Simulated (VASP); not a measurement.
# NiSb (P6_3/mmc) in VASP: further runs, part 2 of 2

VASP 6.6.1. The steps go on from the part before.

**4. Single point, PBE+U, collinear spin, antiferromagnetic start**

Contents of INCAR:

```
SYSTEM = NiSb
PREC = Accurate
ENCUT = 520
EDIFF = 1E-7
ISMEAR = 0
SIGMA = 0.1
LREAL = .False.
LASPH = .True.
NELM = 150
ALGO = Normal
ISIF = 2
LWAVE = .False.
LCHARG = .True.
ISPIN = 2
MAGMOM = -4 4 0 0
LORBIT = 11
LMAXMIX = 4
LDAU = .True.
LDAUTYPE = 2
LDAUL = 2 -1
LDAUU = 5 0
LDAUJ = 0 0
LDAUPRINT = 1
GGA = PE
LELF = .True.
LVHAR = .True.
NBANDS = 27
```

Contents of KPOINTS:

```
regular mesh
0
Gamma
  3 3 2
  0 0 0
```

Contents of POSCAR:

```
NiSb
1.0
    3.9399999606      0.0000000000      0.0000000000
   -1.9699999803      3.4121400568      0.0000000000
    0.0000000000      0.0000000000      5.1400000000
Ni Sb
2 2
Direct
    0.0000000000      0.0000000000      0.0000000000
    0.0000000000      0.0000000000      0.5000000000
    0.3333333333      0.6666666667      0.2500000000
    0.6666666667      0.3333333333      0.7500000000
```

Potentials or basis: VASP PAW PBE potentials, release 64 (Ni, Sb).

Launch:

```
cat potpaw_PBE.64/Ni/POTCAR potpaw_PBE.64/Sb/POTCAR > POTCAR
mpirun -np 1 vasp_std > vasp.out
```

OUTCAR:

```text
SYSTEM = NiSb
   PREC = Accurate
   ENCUT = 520
   EDIFF = 1E-7
   ISMEAR = 0
   LREAL = .False.
   LASPH = .True.
   NELM = 150
   ISIF = 2
   ISPIN = 2
   LORBIT = 11
   GGA = PE

 ion  position               nearest neighbor table
   1  0.000  0.000  0.000-   2 2.57   2 2.57   4 2.61   3 2.61   4 2.61   3 2.61   4 2.61   3 2.61

   2  0.000  0.000  0.500-   1 2.57   1 2.57   4 2.61   3 2.61   4 2.61   3 2.61   4 2.61   3 2.61

   3  0.333  0.667  0.250-   1 2.61   2 2.61   1 2.61   2 2.61   1 2.61   2 2.61   4 3.43   4 3.43
                             4 3.43   4 3.43   4 3.43   4 3.43
   4  0.667  0.333  0.750-   1 2.61   2 2.61   1 2.61   2 2.61   1 2.61   2 2.61   3 3.43   3 3.43
                             3 3.43   3 3.43   3 3.43   3 3.43

  LATTYP: Found a hexagonal cell.
 ALAT       =     3.9399999606
 C/A-ratio  =     1.3045685410

  Lattice vectors:

 A1 = (   3.9399999606,   0.0000000000,   0.0000000000)
 A2 = (  -1.9699999803,   3.4121400568,   0.0000000000)
 A3 = (   0.0000000000,   0.0000000000,   5.1400000000)

Analysis of symmetry for initial positions (statically):
=====================================================================
 Subroutine PRICEL returns:
 Original cell was already a primitive cell.

 Routine SETGRP: Setting up the symmetry group for a
 hexagonal supercell.

 Subroutine GETGRP returns: Found 24 space group operations
 (whereof 12 operations were pure point group operations)
 out of a pool of 24 trial point group operations.

The static configuration has the point symmetry D_3d.
 The point group associated with its full space group is D_6h.

Analysis of symmetry for dynamics (positions and initial velocities):
=====================================================================
 Subroutine PRICEL returns:
 Original cell was already a primitive cell.

 Routine SETGRP: Setting up the symmetry group for a
 hexagonal supercell.

 Subroutine GETGRP returns: Found 24 space group operations
 (whereof 12 operations were pure point group operations)
 out of a pool of 24 trial point group operations.

[... 224 lines left out ...]
 val. band max:        9.9391332323   @ k =   0.0000   0.0000   0.5000
 cond. band min:      10.2263537763   @ k =   0.3333   0.3333   0.0000
 fundamental gap:      0.2872205440
 Fermi energy:         9.9807920808

 spin component 1

 k-point     1 :       0.0000    0.0000    0.0000
  band No.  band energies     occupation
      1      -3.0544      1.00000
      2       1.4066      1.00000
      3       3.5431      1.00000
      4       5.5211      1.00000
      5       5.5211      1.00000
      6       5.9682      1.00000
[... 169 lines left out ...]
     26      18.8179      0.00000
     27      19.6698      0.00000
 Fermi energy:         9.9807920808

 spin component 2

 k-point     1 :       0.0000    0.0000    0.0000
  band No.  band energies     occupation
      1      -3.0544      1.00000
      2       1.4066      1.00000
      3       3.5431      1.00000
      4       5.5211      1.00000
      5       5.5211      1.00000
      6       5.9682      1.00000
[... 169 lines left out ...]
     26      18.8179      0.00000
     27      19.6698      0.00000

------------------------ aborting loop because EDIFF is reached ----------------------------------------

  FORCE on cell =-STRESS in cart. coord.  units (eV):
  Direction    XX          YY          ZZ          XY          YZ          ZX
  --------------------------------------------------------------------------------------
  -------------------------------------------------------------------------------------
  Total       -0.6539430     -0.6539430      1.6919850      0.0000000      0.0000000      0.0000000
  in kB      -15.1622731    -15.1622731     39.2302338      0.0000000      0.0000000      0.0000000
  external PRESSURE =       2.9685626 kB  Pullay stress =       0.0000000 kB

 VOLUME and BASIS-vectors are now :
 -----------------------------------------------------------------------------
  energy-cutoff  :      520.00
  volume of cell :       69.10
      direct lattice vectors                 reciprocal lattice vectors
     3.939999961  0.000000000  0.000000000     0.253807109  0.146535603  0.000000000
    -1.969999980  3.412140057  0.000000000     0.000000000  0.293071206  0.000000000
     0.000000000  0.000000000  5.140000000     0.000000000  0.000000000  0.194552529

 POSITION                                       TOTAL-FORCE (eV/Angst)
 -----------------------------------------------------------------------------------
      0.00000      0.00000      0.00000        -0.000000      0.000000      0.000000
      0.00000      0.00000      2.57000        -0.000000      0.000000      0.000000
     -0.00000      2.27476      1.28500         0.000000      0.000000     -0.000000
      1.97000      1.13738      3.85500        -0.000000     -0.000000      0.000000
 -----------------------------------------------------------------------------------
    total drift:                                0.000000     -0.000000     -0.000000

  FREE ENERGIE OF THE ION-ELECTRON SYSTEM (eV)
  ---------------------------------------------------
  free  energy   TOTEN  =       -14.2448455048 eV

  energy  without entropy=      -14.2328739306  energy(sigma->0) =      -14.23885972

 total charge

# of ion       s       p       d       tot
------------------------------------------
    1        0.416   0.431   8.738   9.585
    2        0.416   0.431   8.738   9.585
    3        1.163   1.185   0.064   2.412
    4        1.163   1.185   0.064   2.412
--------------------------------------------------
tot          3.158   3.232  17.604  23.994

 magnetization (x)

# of ion       s       p       d       tot
------------------------------------------
    1       -0.000  -0.000  -0.000  -0.000
    2        0.000   0.000   0.000   0.000
    3        0.000   0.000   0.000   0.000
    4        0.000   0.000   0.000   0.000
--------------------------------------------------
tot          0.000   0.000   0.000   0.000
```

OSZICAR:

```text
N       E                     dE             d eps       ncg     rms          rms(c)
DAV:   1     0.188656094201E+03    0.18866E+03   -0.12011E+04   648   0.114E+03
[... 11 lines left out ...]
DAV:  13    -0.142448887823E+02    0.44278E-03   -0.16886E-03   893   0.605E-01    0.140E-01
DAV:  14    -0.142447943959E+02    0.94386E-04   -0.43034E-04   875   0.265E-01    0.662E-02
DAV:  15    -0.142448262192E+02   -0.31823E-04   -0.88421E-05   969   0.156E-01    0.445E-02
DAV:  16    -0.142448421626E+02   -0.15943E-04   -0.29193E-05   949   0.561E-02    0.103E-02
DAV:  17    -0.142448451653E+02   -0.30027E-05   -0.48944E-06   770   0.244E-02    0.562E-03
DAV:  18    -0.142448454227E+02   -0.25739E-06   -0.12534E-06   868   0.124E-02    0.221E-03
DAV:  19    -0.142448455048E+02   -0.82106E-07   -0.13005E-07   389   0.631E-03
   1 F= -.14244846E+02 E0= -.14238860E+02  d E =-.119716E-01  mag=    -0.0000
```

stdout:

```text
POSCAR found type information on POSCAR NiSb
 POSCAR found :  2 types and       4 ions
 scaLAPACK will be used
 LDA part: xc-table for (Slater+PW92), standard interpolation
 POSCAR, INCAR and KPOINTS ok, starting setup
 FFT: planning ... GRIDC
 FFT: planning ... GRID_SOFT
 FFT: planning ... GRID
 WAVECAR not read
 entering main loop
```

It took 23 s on 1 thread of AMD EPYC 9R45 (Zen 5), shared host; peak memory 0.18 GiB.

Results:

- Free energy: -14.2448 eV
- Pressure: 0.3 GPa
- Band gap on the k mesh: zero (filled and empty bands overlap)
- Net moment: 0.00 μB per cell
- Valence electrons inside the program's atomic spheres: Ni 9.59; Sb 2.41

Stress tensor (GPa, compression positive):
```
-1.52  0.00  0.00
 0.00 -1.52  0.00
 0.00  0.00  3.92
```

Eigenvalues of the final occupation matrices:
| site | spin | trace | eigenvalues |
| --- | --- | --- | --- |
| site 1 d | 1 | 4.39 | 0.83 0.83 0.90 0.92 0.92 |
| site 1 d | 2 | 4.39 | 0.83 0.83 0.90 0.92 0.92 |
| site 2 d | 1 | 4.39 | 0.83 0.83 0.90 0.92 0.92 |
| site 2 d | 2 | 4.39 | 0.83 0.83 0.90 0.92 0.92 |

Caveat: the k points lie up to 0.61 Å⁻¹ apart, too coarse for converged energies and pressures of a metal; spin-orbit coupling is left out, which moves the levels of the heavy elements; the U is typed as a test and isn't derived for this compound. The state reached can hang on the start; a lower one may exist.
